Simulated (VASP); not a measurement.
# TaS2 (P-3m1) in VASP: a series of runs

Aim: see how the results for TaS2 move with the level of theory and the settings. Levels: RPBE, BLYP+D4, LDA+U. Tasks: single point.

Everything below comes from runs of VASP 6.6.1. Logs are shortened: lines on timing, memory, paths and dates and some standing lists are left out, and cuts for length are marked.

**1. The cell of the first run**

The structure is trigonal, space group P-3m1 (No. 164). Conventional cell: a = 3.416 Å, b = 3.416 Å, c = 5.975 Å, α = 90.00°, β = 90.00°, γ = 120.00°. Within 3.5 Å of Ta (site symmetry -3m) lie 6 S at 2.47 Å and 6 Ta at 3.42 Å. S (site symmetry 3m) has 3 Ta at 2.47 Å and 12 S at 3.42 to 3.58 Å within 3.6 Å.

**2. Single point, RPBE**

File INCAR:

```
  PREC = Accurate
  ENCUT = 500
  EDIFF = 1E-6
  ISMEAR = -1
  SIGMA = 0.05
  LREAL = False
  LASPH = True
  NELM = 120
  ALGO = Normal
  ISIF = 2
  LWAVE = False
  LCHARG = False
  GGA = RP
  NBANDS = 18
  GGA_COMPAT = False
```

File KPOINTS:

```
Automatic mesh
0
Gamma
  9 9 5
```

File POSCAR:

```
TaS2
1.0
    3.4157029551      0.0000000000      0.0000000000
   -1.7078514776      2.9580855309      0.0000000000
    0.0000000000      0.0000000000      5.9749311394
Ta S
1 2
Direct
    0.0000000000      0.0000000000      0.0000000000
    0.6666666667      0.3333333333      0.7500000000
    0.3333333333      0.6666666667      0.2500000000
```

Potentials or basis: VASP PAW PBE potentials, release 64 (Ta_pv, S).

Started as:

```bash
$ cat potpaw_PBE.64/Ta_pv/POTCAR potpaw_PBE.64/S/POTCAR > POTCAR
$ mpirun -np 1 vasp_std > vasp.out
```

OUTCAR:

```text
PREC = Accurate
   ENCUT = 500
   EDIFF = 1E-6
   ISMEAR = -1
   LREAL = False
   LASPH = True
   NELM = 120
   ISIF = 2
   GGA = RP

 ion  position               nearest neighbor table
   1  0.000  0.000  0.000-   2 2.47   3 2.47   2 2.47   3 2.47   2 2.47   3 2.47
   2  0.667  0.333  0.750-   1 2.47   1 2.47   1 2.47
   3  0.333  0.667  0.250-   1 2.47   1 2.47   1 2.47

  LATTYP: Found a hexagonal cell.
 ALAT       =     3.4157029551
 C/A-ratio  =     1.7492537314

  Lattice vectors:

 A1 = (   3.4157029551,   0.0000000000,   0.0000000000)
 A2 = (  -1.7078514776,   2.9580855309,   0.0000000000)
 A3 = (   0.0000000000,   0.0000000000,   5.9749311394)

Analysis of symmetry for initial positions (statically):
=====================================================================
 Subroutine PRICEL returns:
 Original cell was already a primitive cell.

 Routine SETGRP: Setting up the symmetry group for a
 hexagonal supercell.

 Subroutine GETGRP returns: Found 12 space group operations
 (whereof 12 operations were pure point group operations)
 out of a pool of 24 trial point group operations.

The static configuration has the point symmetry D_3d.

Analysis of symmetry for dynamics (positions and initial velocities):
=====================================================================
 Subroutine PRICEL returns:
 Original cell was already a primitive cell.

 Routine SETGRP: Setting up the symmetry group for a
 hexagonal supercell.

 Subroutine GETGRP returns: Found 12 space group operations
 (whereof 12 operations were pure point group operations)
 out of a pool of 24 trial point group operations.

The dynamic configuration has the point symmetry D_3d.

 Subroutine INISYM returns: Found 12 space group operations
 (whereof 12 operations are pure point group operations),
 and found     1 'primitive' translations

----------------------------------------------------------------------------------------

                                     Primitive cell

  volume of cell :      60.3704

  direct lattice vectors                    reciprocal lattice vectors
     3.415702955  0.000000000  0.000000000     0.292765505  0.169028243  0.000000000
    -1.707851478  2.958085531  0.000000000     0.000000000  0.338056486  0.000000000
     0.000000000  0.000000000  5.974931139     0.000000000  0.000000000  0.167365946

  length of vectors
     3.415702955  3.415702955  5.974931139     0.338056486  0.338056486  0.167365946

  position of ions in fractional coordinates (direct lattice)
     0.000000000  0.000000000  0.000000000
     0.666666667  0.333333333  0.750000000
     0.333333333  0.666666667  0.250000000

  ion indices of the primitive-cell ions
   primitive index   ion index
                 1           1
                 2           2
                 3           3

----------------------------------------------------------------------------------------

 KPOINTS: Automatic mesh

Automatic generation of k-mesh.
 Grid dimensions read from file:
 generate k-points for:    9    9    5

 Generating k-lattice:

  Cartesian coordinates                     Fractional coordinates (reciprocal lattice)
     0.032529501  0.018780916  0.000000000     0.111111111  0.000000000  0.000000000
     0.000000000  0.037561832  0.000000000     0.000000000  0.111111111  0.000000000
     0.000000000  0.000000000  0.033473189     0.000000000  0.000000000  0.200000000

  Length of vectors
     0.037561832  0.037561832  0.033473189

  Shift w.r.t. Gamma in fractional coordinates (k-lattice)
     0.000000000  0.000000000  0.000000000

 Subroutine IBZKPT returns following result:
 ===========================================

 Found     50 irreducible k-points:

 Following reciprocal coordinates:
            Coordinates               Weight
  0.000000  0.000000  0.000000      1.000000
  0.111111  0.000000  0.000000      6.000000
  0.222222  0.000000  0.000000      6.000000
  0.333333  0.000000  0.000000      6.000000
  0.444444  0.000000  0.000000      6.000000
  0.111111  0.111111  0.000000      6.000000
[... 16 lines left out ...]
  0.222222  0.111111  0.200000     12.000000
 -0.111111  0.333333  0.200000     12.000000
 [... further k-points ...]
   k-points           NKPTS =     50   k-points in BZ     NKDIM =     50   number of bands    NBANDS=     18
   number of dos      NEDOS =    301   number of ions     NIONS =      3
   total plane-waves  NPLWV =  37632
   dimension x,y,z NGX =    28 NGY =   28 NGZ =   48
   dimension x,y,z NGXF=    56 NGYF=   56 NGZF=   96
   ions per type =               1   2
   NGX,Y,Z   is equivalent  to a cutoff of  13.63, 13.63, 13.36 a.u.
   NGXF,Y,Z  is equivalent  to a cutoff of  27.26, 27.26, 26.71 a.u.
 SYSTEM =  unknown system
   PREC   = accura    normal or accurate (medium, high low for compatibility)
   ISTART =      0    job   : 0-new  1-cont  2-samecut
   ICHARG =      2    charge: 1-file 2-atom 10-const
   ISPIN  =      1    spin polarized calculation?
   LNONCOLLINEAR =      F non collinear calculations
   LSORBIT =      F    spin-orbit coupling
   LASPH  =      T    aspherical Exc in radial PAW
   ENCUT  =  500.0 eV  36.75 Ry    6.06 a.u.   6.23  6.23 10.89*2*pi/ulx,y,z
   NELM   =    120;   NELMIN=  2; NELMDL= -5     # of ELM steps
   EDIFF  = 0.1E-05   stopping-criterion for ELM
   LREAL  =      F    real-space projection
   EDIFFG = 0.1E-04   stopping-criterion for IOM
   NSW    =      0    number of steps for IOM
   IBRION =     -1    ionic relax: 0-MD 1-quasi-New 2-CG
   NFREE  =      0    steps in history (QN), initial steepest desc. (CG)
   ISIF   =      2    stress and relaxation
   ISYM   =      2    0-nonsym 1-usesym 2-fastsym
   POTIM  = 0.5000    time-step for ionic-motion
   TEBEG  =    0.0;   TEEND  =   0.0 temperature during run
   PSTRESS=    0.0 pullay stress
   NELECT =      23.0000    total number of electrons
   NUPDOWN=      -1.0000    fix difference up-down
   EMIN   =  10.00;   EMAX   =-10.00  energy-range for DOS
   EFERMI =   0.00;   METHOD = LEGACY
   ISMEAR =    -1;   SIGMA  =   0.05  broadening in eV -4-tet -1-fermi 0-gaus
   EFERMI_NEDOS =   21; number of points for ismear=-14 and -15
   IALGO  =     38    algorithm
   IMIX   =      4    mixing-type and parameters
     AMIX     =   0.40;   BMIX     =  1.00
     AMIX_MAG =   1.60;   BMIX_MAG =  1.00
  volume/ion in A,a.u.               =      20.12       135.80
  Fermi-wavevector in a.u.,A,eV,Ry     =   1.186796  2.242720 19.163610  1.408486
  Thomas-Fermi vector in A             =   2.322961
   LORBIT       =      0    0 simple, 1 ext, 2 COOP (PROOUT), +10 PAW based schemes
   GGA     = RP    functional components
   LHFCALC =     F    Hartree Fock is set to
   AEXX    =    0.0000 exact exchange contribution
   IVDW    =     0    specifies the selected vdW correction
   LEPSILON=     F    determine dielectric tensor
   LRPA    =     F    only Hartree local field effects (RPA)
 non-spin polarized calculation
  energy-cutoff  :      500.00
  volume of cell :       60.37
 maximum number of plane-waves:      1569
 NGX is ok and might be reduce to    28
   NGX = 13   NGY = 13   NGZ = 21

 number of electron      23.0000003 magnetization

 Free energy of the ion-electron system (eV)
  ---------------------------------------------------
  ext. energy  EPLUGINS =         0.00000000
  ---------------------------------------------------
  free energy    TOTEN  =       -21.95991836 eV

  energy without entropy =      -21.94449017  energy(sigma->0) =      -21.95220427

 E-fermi :   5.2065     XC(G=0): -10.0736

 val. band max:        5.2031852085   @ k =   0.3333   0.1111   0.2000
 cond. band min:       5.2203175767   @ k =   0.2222   0.1111   0.0000
 fundamental gap:      0.0171323682
 Fermi energy:         5.2064875033

 k-point     1 :       0.0000    0.0000    0.0000
  band No.  band energies     occupation
      1     -30.2507      2.00000
      2     -30.2507      2.00000
      3     -30.2317      2.00000
      4      -9.6081      2.00000
      5      -7.7696      2.00000
      6      -1.4446      2.00000
[... 10 lines left out ...]
     17      10.3734      0.00000
     18      10.4029      0.00000

 k-point     2 :       0.1111    0.0000    0.0000
  band No.  band energies     occupation
      1     -30.2786      2.00000
      2     -30.2571      2.00000
      3     -30.2265      2.00000
      4      -9.4350      2.00000
      5      -7.7720      2.00000
      6      -1.2318      2.00000
[... 10 lines left out ...]
     17      11.0751      0.00000
     18      11.3255      0.00000

 k-point     3 :       0.2222    0.0000    0.0000
  band No.  band energies     occupation
      1     -30.3484      2.00000
      2     -30.2733      2.00000
      3     -30.2132      2.00000
      4      -8.9663      2.00000
      5      -7.7753      2.00000
      6      -0.6669      2.00000
[... 10 lines left out ...]
     17      12.2169      0.00000
     18      12.3159      0.00000

 k-point     4 :       0.3333    0.0000    0.0000
  band No.  band energies     occupation
      1     -30.4266      2.00000
      2     -30.2917      2.00000
      3     -30.1981      2.00000
      4      -8.3844      2.00000
      5      -7.7415      2.00000
      6      -0.5246      2.00000
[... 10 lines left out ...]
     17      11.5168      0.00000
     18      11.9790      0.00000

 k-point     5 :       0.4444    0.0000    0.0000
  band No.  band energies     occupation
      1     -30.4770      2.00000
      2     -30.3036      2.00000
      3     -30.1882      2.00000
      4      -8.0765      2.00000
      5      -7.5619      2.00000
      6      -1.3312      2.00000
[... 10 lines left out ...]
     17      10.9508      0.00000
     18      11.9292      0.00000

 k-point     6 :       0.1111    0.1111    0.0000
  band No.  band energies     occupation
      1     -30.3249      2.00000
      2     -30.2710      2.00000
      3     -30.2172      2.00000
      4      -9.1126      2.00000
      5      -7.7757      2.00000
      6      -0.8306      2.00000
[... 10 lines left out ...]
     17      12.0783      0.00000
     18      12.4870      0.00000

 k-point     7 :       0.2222    0.1111    0.0000
  band No.  band energies     occupation
      1     -30.3931      2.00000
      2     -30.2941      2.00000
      3     -30.2030      2.00000
      4      -8.5695      2.00000
      5      -7.7721      2.00000
      6      -0.2180      2.00000
[... 10 lines left out ...]
     17      12.2883      0.00000
     18      12.9052      0.00000

 k-point     8 :       0.3333    0.1111    0.0000
  band No.  band energies     occupation
      1     -30.4519      2.00000
      2     -30.3146      2.00000
      3     -30.1905      2.00000
      4      -8.0866      2.00000
      5      -7.6819      2.00000
      6      -0.8404      2.00000
[... 10 lines left out ...]
     17      11.6903      0.00000
     18      12.0499      0.00000
[... 229 lines left out ...]
     17      10.8819      0.00000
     18      11.4396      0.00000

 k-point    20 :       0.4444    0.0000    0.2000
  band No.  band energies     occupation
      1     -30.4770      2.00000
      2     -30.3036      2.00000
      3     -30.1882      2.00000
      4      -8.0643      2.00000
      5      -7.5764      2.00000
      6      -1.3173      2.00000
[... 10 lines left out ...]
     17      11.2039      0.00000
     18      11.6946      0.00000

 k-point    21 :       0.0000    0.4444    0.2000
  band No.  band energies     occupation
      1     -30.4770      2.00000
      2     -30.3036      2.00000
      3     -30.1882      2.00000
      4      -8.1376      2.00000
      5      -7.4774      2.00000
      6      -1.3984      2.00000
[... 10 lines left out ...]
     17      10.6097      0.00000
     18      11.2056      0.00000

 k-point    22 :       0.1111    0.1111    0.2000
  band No.  band energies     occupation
      1     -30.3249      2.00000
      2     -30.2710      2.00000
      3     -30.2172      2.00000
      4      -9.0468      2.00000
      5      -7.8790      2.00000
      6      -0.6290      2.00000
[... 10 lines left out ...]
     17      12.2054      0.00000
     18      12.4999      0.00000

 k-point    23 :       0.2222    0.1111    0.2000
  band No.  band energies     occupation
      1     -30.3931      2.00000
      2     -30.2941      2.00000
      3     -30.2030      2.00000
      4      -8.4925      2.00000
      5      -7.8714      2.00000
      6      -0.0495      2.00000
[... 10 lines left out ...]
     17      12.6065      0.00000
     18      12.6995      0.00000

 k-point    24 :      -0.1111    0.3333    0.2000
  band No.  band energies     occupation
      1     -30.3931      2.00000
      2     -30.2941      2.00000
      3     -30.2030      2.00000
      4      -8.5382      2.00000
      5      -7.8075      2.00000
      6      -0.4084      2.00000
[... 10 lines left out ...]
     17      11.7098      0.00000
     18      12.5700      0.00000

 [... further k-points ...]

------------------------ aborting loop because EDIFF is reached ----------------------------------------

  FORCE on cell =-STRESS in cart. coord.  units (eV):
  Direction    XX          YY          ZZ          XY          YZ          ZX
  --------------------------------------------------------------------------------------
  -------------------------------------------------------------------------------------
  Total        0.6539274      0.6539274      2.4417425     -0.0000000      0.0000000     -0.0000000
  in kB       17.3546705     17.3546705     64.8017486     -0.0000000      0.0000000     -0.0000000
  external PRESSURE =      33.1703632 kB  Pullay stress =       0.0000000 kB

 VOLUME and BASIS-vectors are now :
 -----------------------------------------------------------------------------
  energy-cutoff  :      500.00
  volume of cell :       60.37
      direct lattice vectors                 reciprocal lattice vectors
     3.415702955  0.000000000  0.000000000     0.292765505  0.169028243  0.000000000
    -1.707851478  2.958085531  0.000000000     0.000000000  0.338056486  0.000000000
     0.000000000  0.000000000  5.974931139     0.000000000  0.000000000  0.167365946

 POSITION                                       TOTAL-FORCE (eV/Angst)
 -----------------------------------------------------------------------------------
      0.00000      0.00000      0.00000         0.000000      0.000000      0.000000
      1.70785      0.98603      4.48120        -0.000000     -0.000000     -0.360811
     -0.00000      1.97206      1.49373         0.000000      0.000000      0.360811
 -----------------------------------------------------------------------------------
    total drift:                               -0.000000     -0.000000     -0.000000

  FREE ENERGIE OF THE ION-ELECTRON SYSTEM (eV)
  ---------------------------------------------------
  free  energy   TOTEN  =       -21.9599183596 eV

  energy  without entropy=      -21.9444901705  energy(sigma->0) =      -21.95220427
```

Wall time 55 s (1 thread of AMD EPYC 7R13 (Zen 3), shared host); peak memory 0.18 GiB.

Results:

* Free energy: -21.9599 eV
* Pressure: 3.3 GPa
* Largest force: 0.361 eV/Å
* Band gap on the k mesh: zero (an odd number of electrons rules out a gap without spin polarisation)

Forces on the atoms (eV/Å):
```
Ta   0.000  0.000  0.000
S    0.000  0.000 -0.361
S    0.000  0.000  0.361
```

Levels at points of the mesh, in eV from the Fermi level:
| k point | band 8 | band 9 | band 10 | band 11 | band 12 | band 13 | band 14 | band 15 |
| --- | --- | --- | --- | --- | --- | --- | --- | --- |
| (0.00, 0.00, 0.00) | -4.08 | -1.39 | -0.89 | -0.89 | 0.06 | 0.06 | 0.32 | 3.82 |

Caveat: the cell stands under pressure; the PAW data sets were made with another functional, which shifts forces and pressure a little; spin-orbit coupling is left out, which moves the levels of the heavy elements; this functional lacks dispersion, which binds layers or chains, so the pressure and a relaxed spacing across them are unreliable.

(Part 1 of 2 ends here.)

The gap in the log of VASP goes by the Fermi energy; the results here count the filled bands.